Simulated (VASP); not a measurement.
Wanted: the native input for a VASP 6.6.1 run.

| Quantity | Value |
| --- | --- |
| Task | relaxation of the atoms |
| Functional | LDA |
| Potentials or basis | VASP PAW LDA potentials, release 64 (Mg, S) |
| Cutoff | 520 eV |
| k mesh | 8 × 8 × 8 |
| Occupations | gaussian, width 0.01 eV |
| Spin | no spin polarisation |
| Dipole correction | no |
| Further INCAR settings | ALGO = Normal; EDIFF = 1e-06; IBRION = 2; EDIFFG = -0.002; NSW = 50 |

The structure of MgS lies in POSCAR:

```
MgS
1.0
    0.0128209123      2.5705929079      2.5705929079
    2.5705929079      0.0128209123      2.5705929079
    2.5705929079      2.5705929079      0.0128209123
Mg S
1 1
Direct
    0.0000000000      0.0000000000      0.0000000000
    0.5000000000      0.5000000000      0.5000000000
```

This cell differs from its parent crystal: equal xy, yz and zx engineering shears of +0.5 %.

One way to write it, as run:

INCAR

```
SYSTEM = MgS
PREC = Accurate
ENCUT = 520
EDIFF = 1E-6
ISMEAR = 0
SIGMA = 0.01
LREAL = .FALSE.
LASPH = .TRUE.
NELM = 100
ALGO = Normal
ISIF = 2
LWAVE = .FALSE.
LCHARG = .FALSE.
GGA = CA
IBRION = 2
NSW = 50
EDIFFG = -0.002
```

KPOINTS

```
Automatic mesh
0
G
  8 8 8
  0 0 0
```

Potentials or basis: VASP PAW LDA potentials, release 64 (Mg, S).

Launch:

```console
$ cat potpaw_LDA.64/Mg/POTCAR potpaw_LDA.64/S/POTCAR > POTCAR
$ mpirun -np 1 vasp_std > vasp.out
```

It gave:

The pressure after relaxing is -0.6 GPa. The band gap on the k mesh is 2.62 eV (least direct gap 3.82 eV).

Caveat: the cell differs from its parent crystal (equal xy, yz and zx engineering shears of +0.5 %); the relaxation stopped at its first step, so nothing moved.

It took 24 s on 1 thread of Intel Xeon 8259CL (shared host), peak memory 0.15 GiB.
